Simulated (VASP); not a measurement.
A run of VASP 6.6.1:

The input INCAR:

```
PREC = Accurate ; ENCUT = 520
EDIFF = 1E-6 ; ISMEAR = -1
SIGMA = 0.1 ; LREAL = F
LASPH = T ; NELM = 100
ALGO = Normal ; ISIF = 2
LWAVE = F ; LCHARG = F
GGA = PS ; NBANDS = 22
```

KPOINTS

```
Automatic mesh
0
Gamma
  11 11 11
```

Contents of POSCAR:

```
Rh
1.0
    0.0000000000      2.6048080416      2.6048080416
    2.6048080416      0.0000000000      2.6048080416
    2.6048080416      2.6048080416      0.0000000000
Rh
2
Direct
    0.1250000000      0.1250000000      0.1250000000
    0.8750000000      0.8750000000      0.8750000000
```

Potentials or basis: VASP PAW PBE potentials, release 64 (Rh_pv).

Launch:

```bash
$ cat potpaw_PBE.64/Rh_pv/POTCAR > POTCAR
$ mpirun -np 1 vasp_std > vasp.out
```

Hardware: 1 thread of Intel Xeon 8259CL, on a shared host.

Estimate the wall time of this run.

Run time: 58 s on 1 thread of Intel Xeon 8259CL, with other jobs on the host, peak memory 0.17 GiB. Counts: scf iterations 11, k points 56.
